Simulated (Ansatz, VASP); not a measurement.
SnO: VASP beside Ansatz

```
CELL_PARAMETERS angstrom
3.57937 0.00000 0.00000
0.00000 3.57937 0.00000
0.00000 0.00000 5.53786
ATOMIC_POSITIONS crystal
Sn 0.00000 0.50000 0.22134
Sn 0.50000 0.00000 0.77866
O 0.50000 0.50000 0.00000
O 0.00000 0.00000 0.00000
```

Alike in both runs: task single point; functional r2SCAN; k mesh 10 × 10 × 8; occupations gaussian, width 0.01 eV; no spin polarisation.

|  | VASP | Ansatz |
| --- | --- | --- |
| version | VASP 6.6.1 | Ansatz 0.2.0 |
| potentials or method | VASP PAW PBE potentials, release 64 (Sn_d, O), cutoff 520 eV | scalar-relativistic, plane waves, PAW |
| valence electrons in the cell | 40 | 40 |

```csv
,VASP,Ansatz,Ansatz less VASP
gap on the k mesh at the Fermi level (eV),0.72,0.73,+0.007
least direct gap on the mesh (eV),2.70,2.71,+0.012
pressure (GPa),8.7,8.0,-0.69
"traceless stress, the component that is largest in VASP (GPa)",-7.97,-8.01,-0.046
rms of the force components (eV/Å),0.069,0.000,-0.0691
```

VASP's potentials were made for PBE, not for r2SCAN. Atom by atom the forces differ by 0.069 eV/Å (rms over components). With one functional, cell and mesh, what is left measures potentials, basis and numerics.
